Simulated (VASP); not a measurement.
A run of VASP 6.6.1 is set up as follows.

INCAR

```
SYSTEM = Ir
ALGO     = Fast           ! electronic algorithm
EDIFF    = 1E-6           ! SCF threshold, eV
ENCUT    = 520            ! plane-wave cutoff, eV
GGA      = PS             ! functional
ISIF     = 2              ! what is computed and relaxed
ISMEAR   = 0              ! smearing method
LASPH    = .True.         ! aspherical terms in the spheres
LCHARG   = .True.         ! write CHGCAR
LELF     = .True.         ! ELF
LREAL    = .False.        ! projectors in reciprocal space
LVHAR    = .True.       
LWAVE    = .False.        ! write WAVECAR
NBANDS   = 10             ! bands
NELM     = 80             ! most SCF steps
PREC     = Accurate       ! precision mode
SIGMA    = 0.15           ! smearing width, eV
```

File KPOINTS:

```
k-points
0
Gamma
  22 22 22
  0 0 0
```

The input POSCAR:

```
Ir
1.0
    0.0000000000      1.8237150000      1.9676925000
    1.8237150000      0.0000000000      1.9676925000
    1.8237150000      1.8237150000      0.0000000000
Ir
1
Direct
    0.0000000000      0.0000000000      0.0000000000
```

Potentials or basis: VASP PAW PBE potentials, release 64 (Ir).

Run with:

```sh
$ cat potpaw_PBE.64/Ir/POTCAR > POTCAR
$ mpirun -np 1 vasp_std > vasp.out
```

Question: Estimate the band gap on the k mesh.

Answer: Zero (an odd number of electrons rules out a gap without spin polarisation).

Question: Predict the pressure.

Answer: 36.2 GPa.

Stress tensor (GPa, compression positive):
```
48.38  0.00  0.00
 0.00 48.38  0.00
 0.00  0.00 11.81
```

Caveat: the cell differs from its parent crystal (strain -0.050 along x and y, +0.025 along z); the cell stands under pressure; the PAW data sets were made with another functional, which shifts forces and pressure a little; spin-orbit coupling is left out, which moves the levels of the heavy elements.
